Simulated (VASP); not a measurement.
Crystal: LaH3O3.

```
La H O
1.0
     6.61684    0.00000    0.00000
     0.00000    3.83223    0.00000
    -3.26487    0.00000    5.81018
La H O
2 6 6
Direct
  0.16359 0.75000 0.83001
  0.83641 0.25000 0.16999
  0.63547 0.75000 0.35135
  0.63991 0.75000 0.80145
  0.21605 0.75000 0.35611
  0.36453 0.25000 0.64865
  0.36009 0.25000 0.19855
  0.78395 0.25000 0.64389
  0.58583 0.75000 0.18748
  0.80673 0.75000 0.90153
  0.10520 0.75000 0.41272
  0.41417 0.25000 0.81252
  0.19327 0.25000 0.09847
  0.89480 0.25000 0.58728
```

Base run:

| Quantity | Value |
| --- | --- |
| Program | VASP 6.6.1 |
| Functional | r2SCAN |
| Potentials or basis | VASP PAW PBE potentials, release 64 (La, H, O) |
| Cutoff | 520 eV |
| k mesh | 4 × 6 × 4 |
| Occupations | fermi-dirac, width 0.02 eV |
| Spin | no spin polarisation |

Its results: band gap on the k mesh 4.35 eV; pressure -2.6 GPa; largest force 0.378 eV/Å.

Q: The run is repeated on the same cell with these changes: functional from r2SCAN to PBEsol. What comes out?

A: Band gap on the k mesh 3.69 eV; pressure -3.5 GPa; largest force 0.664 eV/Å.

Caveats: the PAW data sets were made with another functional, which shifts forces and pressure a little; spin-orbit coupling is left out, which moves the levels of the heavy elements; the cell stands under tension (at least some runs).

A k mesh can miss the band edges.
